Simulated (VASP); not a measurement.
# CdSe (P6_3/mmc) in VASP: notebook

CdSe is run at these levels: PBE; tasks: single point, relaxation of cell and atoms.

Program: VASP 6.6.1. These are calculated values, not measurements. Logs are shortened: lines on timing, memory, paths and dates and some standing lists are left out, and cuts for length are marked.

## Step 1: The cell of the first run

Symmetry: P6_3/mmc, No. 194, hexagonal system. Conventional cell: a = 4.063 Å, b = 4.063 Å, c = 6.697 Å, α = 90.00°, β = 90.00°, γ = 120.00°. Within 3.8 Å of Cd (site symmetry -3m) lie 6 Se at 2.88 Å and 2 Cd at 3.35 Å. Se (site symmetry -6m2) has 6 Cd at 2.88 Å within 3.8 Å.

## Step 2: Single point, PBE

Contents of INCAR:

```
PREC     = Accurate       # precision mode
ENCUT    = 520            # plane-wave cutoff, eV
EDIFF    = 1E-7           # SCF threshold, eV
ISMEAR   = 0              # smearing method
SIGMA    = 0.1            # smearing width, eV
LREAL    = F              # projectors in reciprocal space
LASPH    = T              # aspherical terms in the spheres
NELM     = 100            # most SCF steps
ALGO     = Normal         # electronic algorithm
ISIF     = 2              # what is computed and relaxed
LWAVE    = F              # write WAVECAR
LCHARG   = F              # write CHGCAR
GGA      = PE             # functional
NBANDS   = 26             # bands
```

Contents of KPOINTS:

```
Automatic mesh
0
Gamma
  12 12 8
```

Contents of POSCAR:

```
CdSe
1.0
    4.0634045328      0.0000000000      0.0000000000
   -2.0317022664      3.5190115513      0.0000000000
    0.0000000000      0.0000000000      6.6969154597
Cd Se
2 2
Direct
    0.0000000000      0.0000000000      0.0000000000
    0.0000000000      0.0000000000      0.5000000000
    0.3333333333      0.6666666667      0.7500000000
    0.6666666667      0.3333333333      0.2500000000
```

Potentials or basis: VASP PAW PBE potentials, release 64 (Cd, Se).

Started as:

```
$ cat potpaw_PBE.64/Cd/POTCAR potpaw_PBE.64/Se/POTCAR > POTCAR
$ mpirun -np 1 vasp_std > vasp.out
```

OUTCAR:

```text
PREC = Accurate
   ENCUT = 520
   EDIFF = 1E-7
   ISMEAR = 0
   LREAL = F
   LASPH = T
   NELM = 100
   ISIF = 2
   GGA = PE

 ion  position               nearest neighbor table
   1  0.000  0.000  0.000-   3 2.88   4 2.88   4 2.88   3 2.88   4 2.88   3 2.88   2 3.35   2 3.35

   2  0.000  0.000  0.500-   3 2.88   4 2.88   4 2.88   3 2.88   4 2.88   3 2.88   1 3.35   1 3.35

   3  0.333  0.667  0.750-   1 2.88   2 2.88   1 2.88   2 2.88   1 2.88   2 2.88
   4  0.667  0.333  0.250-   1 2.88   2 2.88   1 2.88   2 2.88   1 2.88   2 2.88

  LATTYP: Found a hexagonal cell.
 ALAT       =     4.0634045328
 C/A-ratio  =     1.6481045403

  Lattice vectors:

 A1 = (   4.0634045328,   0.0000000000,   0.0000000000)
 A2 = (  -2.0317022664,   3.5190115513,   0.0000000000)
 A3 = (   0.0000000000,   0.0000000000,   6.6969154597)

Analysis of symmetry for initial positions (statically):
=====================================================================
 Subroutine PRICEL returns:
 Original cell was already a primitive cell.

 Routine SETGRP: Setting up the symmetry group for a
 hexagonal supercell.

 Subroutine GETGRP returns: Found 24 space group operations
 (whereof 12 operations were pure point group operations)
 out of a pool of 24 trial point group operations.

The static configuration has the point symmetry D_3d.
 The point group associated with its full space group is D_6h.

Analysis of symmetry for dynamics (positions and initial velocities):
=====================================================================
 Subroutine PRICEL returns:
 Original cell was already a primitive cell.

 Routine SETGRP: Setting up the symmetry group for a
 hexagonal supercell.

 Subroutine GETGRP returns: Found 24 space group operations
 (whereof 12 operations were pure point group operations)
 out of a pool of 24 trial point group operations.

The dynamic configuration has the point symmetry D_3d.
 The point group associated with its full space group is D_6h.

 Subroutine INISYM returns: Found 24 space group operations
 (whereof 12 operations are pure point group operations),
 and found     1 'primitive' translations

----------------------------------------------------------------------------------------

                                     Primitive cell

  volume of cell :      95.7603

  direct lattice vectors                    reciprocal lattice vectors
     4.063404533  0.000000000  0.000000000     0.246099051  0.142085353  0.000000000
    -2.031702266  3.519011551  0.000000000     0.000000000  0.284170707  0.000000000
     0.000000000  0.000000000  6.696915460     0.000000000  0.000000000  0.149322476

  length of vectors
     4.063404533  4.063404533  6.696915460     0.284170707  0.284170707  0.149322476

  position of ions in fractional coordinates (direct lattice)
     0.000000000  0.000000000  0.000000000
     0.000000000  0.000000000  0.500000000
     0.333333333  0.666666667  0.750000000
     0.666666667  0.333333333  0.250000000

  ion indices of the primitive-cell ions
   primitive index   ion index
                 1           1
                 2           2
                 3           3
                 4           4

----------------------------------------------------------------------------------------

 KPOINTS: Automatic mesh

Automatic generation of k-mesh.
 Grid dimensions read from file:
 generate k-points for:   12   12    8

 Generating k-lattice:

  Cartesian coordinates                     Fractional coordinates (reciprocal lattice)
     0.020508254  0.011840446  0.000000000     0.083333333  0.000000000  0.000000000
     0.000000000  0.023680892  0.000000000     0.000000000  0.083333333  0.000000000
     0.000000000  0.000000000  0.018665310     0.000000000  0.000000000  0.125000000

  Length of vectors
     0.023680892  0.023680892  0.018665310

  Shift w.r.t. Gamma in fractional coordinates (k-lattice)
     0.000000000  0.000000000  0.000000000

 Subroutine IBZKPT returns following result:
 ===========================================

 Found     95 irreducible k-points:

 Following reciprocal coordinates:
            Coordinates               Weight
  0.000000  0.000000  0.000000      1.000000
  0.083333  0.000000  0.000000      6.000000
  0.166667  0.000000  0.000000      6.000000
  0.250000  0.000000  0.000000      6.000000
  0.333333  0.000000  0.000000      6.000000
  0.416667  0.000000  0.000000      6.000000
[... 16 lines left out ...]
  0.250000  0.000000  0.125000     12.000000
  0.333333  0.000000  0.125000     12.000000
 [... further k-points ...]
   k-points           NKPTS =     95   k-points in BZ     NKDIM =     95   number of bands    NBANDS=     26
   number of dos      NEDOS =    301   number of ions     NIONS =      4
   total plane-waves  NPLWV =  45000
   dimension x,y,z NGX =    30 NGY =   30 NGZ =   50
   dimension x,y,z NGXF=    60 NGYF=   60 NGZF=  100
   ions per type =               2   2
   NGX,Y,Z   is equivalent  to a cutoff of  12.27, 12.27, 12.41 a.u.
   NGXF,Y,Z  is equivalent  to a cutoff of  24.55, 24.55, 24.82 a.u.
 SYSTEM =  unknown system
   PREC   = accura    normal or accurate (medium, high low for compatibility)
   ISTART =      0    job   : 0-new  1-cont  2-samecut
   ICHARG =      2    charge: 1-file 2-atom 10-const
   ISPIN  =      1    spin polarized calculation?
   LNONCOLLINEAR =      F non collinear calculations
   LSORBIT =      F    spin-orbit coupling
   LASPH  =      T    aspherical Exc in radial PAW
   ENCUT  =  520.0 eV  38.22 Ry    6.18 a.u.   7.56  7.56 12.45*2*pi/ulx,y,z
   NELM   =    100;   NELMIN=  2; NELMDL= -5     # of ELM steps
   EDIFF  = 0.1E-06   stopping-criterion for ELM
   LREAL  =      F    real-space projection
   EDIFFG = 0.1E-05   stopping-criterion for IOM
   NSW    =      0    number of steps for IOM
   IBRION =     -1    ionic relax: 0-MD 1-quasi-New 2-CG
   NFREE  =      0    steps in history (QN), initial steepest desc. (CG)
   ISIF   =      2    stress and relaxation
   ISYM   =      2    0-nonsym 1-usesym 2-fastsym
   POTIM  = 0.5000    time-step for ionic-motion
   TEBEG  =    0.0;   TEEND  =   0.0 temperature during run
   PSTRESS=    0.0 pullay stress
   NELECT =      36.0000    total number of electrons
   NUPDOWN=      -1.0000    fix difference up-down
   EMIN   =  10.00;   EMAX   =-10.00  energy-range for DOS
   EFERMI =   0.00;   METHOD = LEGACY
   ISMEAR =     0;   SIGMA  =   0.10  broadening in eV -4-tet -1-fermi 0-gaus
   EFERMI_NEDOS =   21; number of points for ismear=-14 and -15
   IALGO  =     38    algorithm
   IMIX   =      4    mixing-type and parameters
     AMIX     =   0.40;   BMIX     =  1.00
     AMIX_MAG =   1.60;   BMIX_MAG =  1.00
  volume/ion in A,a.u.               =      23.94       161.56
  Fermi-wavevector in a.u.,A,eV,Ry     =   1.181536  2.232780 18.994121  1.396028
  Thomas-Fermi vector in A             =   2.317808
   LORBIT       =      0    0 simple, 1 ext, 2 COOP (PROOUT), +10 PAW based schemes
   GGA     = PE    functional components
   LHFCALC =     F    Hartree Fock is set to
   AEXX    =    0.0000 exact exchange contribution
   IVDW    =     0    specifies the selected vdW correction
   LEPSILON=     F    determine dielectric tensor
   LRPA    =     F    only Hartree local field effects (RPA)
 non-spin polarized calculation
 Gauss-broadening in eV      SIGMA  =   0.10
  energy-cutoff  :      520.00
  volume of cell :       95.76
 maximum number of plane-waves:      2602
   NGX = 15   NGY = 15   NGZ = 25

 number of electron      36.0000016 magnetization

 Free energy of the ion-electron system (eV)
  ---------------------------------------------------
  ext. energy  EPLUGINS =         0.00000000
  ---------------------------------------------------
  free energy    TOTEN  =       -10.30752005 eV

  energy without entropy =      -10.30719639  energy(sigma->0) =      -10.30735822

 E-fermi :   2.3275     XC(G=0):  -9.9343

 val. band max:        2.2049699695   @ k =   0.1667   0.0000   0.0000
 cond. band min:       2.4737575816   @ k =   0.3333   0.3333   0.0000
 fundamental gap:      0.2687876121
 Fermi energy:         2.3275062802

 k-point     1 :       0.0000    0.0000    0.0000
  band No.  band energies     occupation
      1     -10.6583      2.00000
      2      -9.7839      2.00000
      3      -6.0408      2.00000
      4      -6.0033      2.00000
      5      -6.0033      2.00000
      6      -5.7446      2.00000
[... 18 lines left out ...]
     25      10.0788      0.00000
     26      10.4051      0.00000

 k-point     2 :       0.0833    0.0000    0.0000
  band No.  band energies     occupation
      1     -10.6141      2.00000
      2      -9.7852      2.00000
      3      -6.0384      2.00000
      4      -6.0004      2.00000
      5      -5.9589      2.00000
      6      -5.7510      2.00000
[... 18 lines left out ...]
     25      10.2637      0.00000
     26      10.4724      0.00000

 k-point     3 :       0.1667    0.0000    0.0000
  band No.  band energies     occupation
      1     -10.4886      2.00000
      2      -9.7885      2.00000
      3      -6.0336      2.00000
      4      -5.9961      2.00000
      5      -5.8317      2.00000
      6      -5.7807      2.00000
[... 18 lines left out ...]
     25       9.6024      0.00000
     26       9.9660      0.00000

 k-point     4 :       0.2500    0.0000    0.0000
  band No.  band energies     occupation
      1     -10.3041      2.00000
      2      -9.7917      2.00000
      3      -6.0309      2.00000
      4      -5.9983      2.00000
      5      -5.8314      2.00000
      6      -5.8008      2.00000
[... 18 lines left out ...]
     25       9.5504      0.00000
     26      10.0243      0.00000
[... 496 lines left out ...]
      1     -10.4653      2.00000
      2      -9.8192      2.00000
      3      -6.0152      2.00000
      4      -5.9840      2.00000
      5      -5.8411      2.00000
      6      -5.7882      2.00000
[... 18 lines left out ...]
     25       9.5865      0.00000
     26       9.8583      0.00000

 k-point    23 :       0.2500    0.0000    0.1250
  band No.  band energies     occupation
      1     -10.2858      2.00000
      2      -9.8124      2.00000
      3      -6.0115      2.00000
      4      -5.9855      2.00000
      5      -5.8387      2.00000
      6      -5.7906      2.00000
[... 18 lines left out ...]
     25       9.6643      0.00000
     26      10.0000      0.00000

 k-point    24 :       0.3333    0.0000    0.1250
  band No.  band energies     occupation
      1     -10.0914      2.00000
      2      -9.8022      2.00000
      3      -6.0155      2.00000
      4      -5.9939      2.00000
      5      -5.8812      2.00000
      6      -5.8258      2.00000
[... 18 lines left out ...]
     25       9.8897      0.00000
     26      10.9548      0.00000

 [... further k-points ...]
[... 5 lines left out ...]
  --------------------------------------------------------------------------------------
  -------------------------------------------------------------------------------------
  Total        0.1922991      0.1922991      0.1897376      0.0000000      0.0000000     -0.0000000
  in kB        3.2173797      3.2173797      3.1745228      0.0000000      0.0000000     -0.0000000
  external PRESSURE =       3.2030940 kB  Pullay stress =       0.0000000 kB

 VOLUME and BASIS-vectors are now :
 -----------------------------------------------------------------------------
  energy-cutoff  :      520.00
  volume of cell :       95.76
      direct lattice vectors                 reciprocal lattice vectors
     4.063404533  0.000000000  0.000000000     0.246099051  0.142085353  0.000000000
    -2.031702266  3.519011551  0.000000000     0.000000000  0.284170707  0.000000000
     0.000000000  0.000000000  6.696915460     0.000000000  0.000000000  0.149322476

 POSITION                                       TOTAL-FORCE (eV/Angst)
 -----------------------------------------------------------------------------------
      0.00000      0.00000      0.00000        -0.000000      0.000000     -0.000000
      0.00000      0.00000      3.34846        -0.000000      0.000000     -0.000000
     -0.00000      2.34601      5.02269        -0.000000      0.000000     -0.000000
      2.03170      1.17300      1.67423         0.000000     -0.000000      0.000000
 -----------------------------------------------------------------------------------
    total drift:                                0.000000     -0.000000      0.000000

  FREE ENERGIE OF THE ION-ELECTRON SYSTEM (eV)
  ---------------------------------------------------
  free  energy   TOTEN  =       -10.3075200549 eV

  energy  without entropy=      -10.3071963863  energy(sigma->0) =      -10.30735822
```

It took 2.1 min on 1 thread of Intel Xeon 6975P-C (Granite Rapids), shared host; peak memory 0.33 GiB.

Results:

| Item | Value |
| --- | --- |
| Free energy | -10.3075 eV |
| Pressure | 0.3 GPa |
| Band gap on the k mesh | zero (band 18 reaches 2.21 eV, above the bottom of band 19 at 2.16 eV) |

Levels at points of the mesh, in eV from the Fermi level:
| k point | band 16 | band 17 | band 18 | band 19 | band 20 | band 21 |
| --- | --- | --- | --- | --- | --- | --- |
| (0.00, 0.00, 0.00) | -0.76 | -0.31 | -0.16 | -0.16 | 2.71 | 5.97 |
| (0.50, 0.00, 0.00) | -2.13 | -1.82 | -0.18 | 1.92 | 3.01 | 3.14 |
| (0.00, 0.00, 0.50) | -0.44 | -0.44 | -0.44 | 2.28 | 2.28 | 6.20 |
| (0.50, 0.00, 0.50) | -1.46 | -1.29 | -1.29 | 1.48 | 1.48 | 5.25 |

## Step 3: Relaxation of cell and atoms, PBE

This run uses another cell than the first one, of 24.07 Å³/atom, 1.006 times its volume.

Contents of INCAR:

```
PREC = Accurate ; ENCUT = 600
EDIFF = 1E-6 ; ISMEAR = 0
SIGMA = 0.1 ; LREAL = F
LASPH = T ; NELM = 100
ALGO = Normal ; ISIF = 3
LWAVE = F ; LCHARG = F
GGA = PE ; IBRION = 2
NSW = 100 ; EDIFFG = -0.01
```

KPOINTS is that of step 2.

Contents of POSCAR:

```
CdSe
1.0
    4.0727959424      0.0000000000      0.0000000000
   -2.0363979712      3.5271447506      0.0000000000
    0.0000000000      0.0000000000      6.7036099620
Cd Se
2 2
Direct
    0.0000000000      0.0000000000      0.0000000000
    0.0000000000      0.0000000000      0.5000000000
    0.3333333333      0.6666666667      0.7500000000
    0.6666666667      0.3333333333      0.2500000000
```

Potentials or basis: VASP PAW PBE potentials, release 64 (Cd, Se).

Started as:

```
$ cat potpaw_PBE.64/Cd/POTCAR potpaw_PBE.64/Se/POTCAR > POTCAR
$ mpirun -np 1 vasp_std > vasp.out
```

It took 2.7 min on 1 thread of Intel Xeon 6975P-C (Granite Rapids), shared host; peak memory 0.42 GiB.

Results (log left out):

* Free energy: -10.3074 eV
* Relaxed volume: 24.03 Å³/atom
* Relaxed cell: a = 4.070 Å, b = 4.070 Å, c = 6.701 Å, α = 90.00°, β = 90.00°, γ = 120.00°
* Space group after relaxing (to 0.05 Å): P6_3/mmc (No. 194)
* Energy gained by relaxing: 0.0 meV/atom
* Ionic steps: 2
* Pressure after relaxing: 0.0 GPa
* Band gap on the k mesh: zero (band 18 reaches 2.17 eV, above the bottom of band 19 at 2.13 eV)

Final structure:
```
Cd Se
1.0
     4.07012    0.00000    0.00000
    -2.03506    3.52483    0.00000
     0.00000    0.00000    6.70120
Cd Se
2 2
Cartesian
  4.0701 0.0000 0.0000
  4.0701 0.0000 3.3506
  0.0000 2.3499 5.0259
  2.0351 1.1749 1.6753
```

Levels at points of the mesh, in eV from the Fermi level:
```
           k point  band 16  band 17  band 18  band 19  band 20  band 21
(0.00, 0.00, 0.00)    -0.75    -0.33    -0.17    -0.17     2.71     5.97
(0.50, 0.00, 0.00)    -2.12    -1.81    -0.18     1.91     3.01     3.14
(0.00, 0.00, 0.50)    -0.44    -0.44    -0.44     2.26     2.26     6.20
(0.50, 0.00, 0.50)    -1.45    -1.28    -1.28     1.48     1.48     5.25
```
